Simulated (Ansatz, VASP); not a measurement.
**Two plane-wave programs on Pd**

```
Pd
1.0
     0.00000    2.94782    2.94782
     2.94782    0.00000    2.94782
     2.94782    2.94782    0.00000
Pd
2
Direct
  0.12500 0.12500 0.12500
  0.87500 0.87500 0.87500
```

Alike in both runs: functional RPBE; k mesh 10 × 10 × 10; occupations fermi-dirac, width 0.05 eV; collinear spin.

Ansatz relaxed the structure, and its values are those at the end. VASP's run is a single point on that final structure, the one shown.

|  | VASP | Ansatz |
| --- | --- | --- |
| version | VASP 6.6.1 | Ansatz 0.2.0 |
| potentials or method | VASP PAW PBE potentials, release 64 (Pd), cutoff 520 eV | plane waves (420 eV) with PAW, scalar-relativistic |
| valence electrons in the cell | 20 | 36 |

VASP gave:

- pressure (GPa): -0.3
- net moment per atom (μB): 0.00
- size of the moment on the site where the two differ most (μB): 0.00

Q: Estimate Ansatz's values.

A: Pressure (GPa): 0.0; net moment per atom (μB): 0.45; size of the moment on the site where the two differ most (μB): 0.45.

The net moments are unlike, so the other rows may belong to different states. VASP's potentials were made for PBE, not for RPBE. Site moments also hang on the region over which each program counts them. VASP's potentials hold 20 valence electrons a cell and Ansatz's 36, so a difference there can come from the potentials and not from the codes. Ansatz's warnings: seeded moment not kept.
